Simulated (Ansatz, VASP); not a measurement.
# BeCd3S2 in VASP and in Ansatz

INCAR

```
SYSTEM = BeCd3S2
PREC = Accurate ; ENCUT = 600
EDIFF = 1E-6 ; ISMEAR = 0
SIGMA = 0.1 ; LREAL = .FALSE.
LASPH = .TRUE. ; NELM = 80
ALGO = Normal ; ISIF = 3
LWAVE = .FALSE. ; LCHARG = .FALSE.
GGA = PE ; IBRION = 2
NSW = 90 ; EDIFFG = -0.04
```

KPOINTS

```
regular mesh
0
G
  4 4 4
  0 0 0
```

The input POSCAR:

```
BeCd3S2
1.0
   -2.7309848000      2.7309848000      4.7256702300
    2.7309848000     -2.7309848000      4.7256702300
    2.7309848000      2.7309848000     -4.7256702300
Be Cd S
1 3 2
Direct
    0.0000000000      0.0000000000      0.0000000000
    0.5000000000      0.5000000000      0.0000000000
    0.5000000000      0.0000000000      0.5000000000
    0.0000000000      0.5000000000      0.5000000000
    0.7500000000      0.2500000000      0.5000000000
    0.2500000000      0.7500000000      0.5000000000
```

Input for Ansatz:

```yaml
crystal:
  lattice:
    - [-2.7309848, 2.7309848, 4.72567023]
    - [2.7309848, -2.7309848, 4.72567023]
    - [2.7309848, 2.7309848, -4.72567023]
  atoms:
    - { symbol: Be, position: [0.0, 0.0, 0.0] }
    - { symbol: Cd, position: [0.5, 0.5, 0.0] }
    - { symbol: Cd, position: [0.5, 0.0, 0.5] }
    - { symbol: Cd, position: [0.0, 0.5, 0.5] }
    - { symbol: S, position: [0.75, 0.25, 0.5] }
    - { symbol: S, position: [0.25, 0.75, 0.5] }
basis:
  ecutwfc: 420
kpoints:
  mp_grid: { grid: [4, 4, 4] }
hamiltonian:
  xc: pbe
scf:
  occupations: { method: gaussian, width: 0.1 }
  lower_state_search: "off"
output:
  forces: true
  stress: true
  eigenvalues: true
relax:
  adjacent_minimum: "off"
  f_tol: 0.04
  max_steps: 70
  cell: { stress_tol: 0.4 }
```

Alike in both runs: task relaxation of cell and atoms; functional PBE; k mesh 4 × 4 × 4; occupations gaussian, width 0.1 eV; no spin polarisation.

|  | VASP | Ansatz |
| --- | --- | --- |
| version | VASP 6.6.1 | Ansatz 0.2.0 |
| potentials or method | VASP PAW PBE potentials, release 64 (Be, Cd, S), cutoff 600 eV | scalar-relativistic, plane waves, PAW |
| valence electrons in the cell | 50 | 74 |

|  | VASP | Ansatz | Ansatz less VASP |
| --- | --- | --- | --- |
| gap on the k mesh at the Fermi level, each at its own relaxed structure (eV) | none | none | - |
| relaxed volume (Å³/atom) | 27.02 | 26.41 | -0.605 |
| relaxed cell length with the largest relative difference (Å) | 6.338 | 6.304 | -0.0341 |

A gap of «none» marks a metal or a gap that the smearing closes. VASP's potentials hold 50 valence electrons a cell and Ansatz's 74, so a difference there can come from the potentials and not from the codes.

The k mesh is coarse, so the values compare programs but aren't converged.
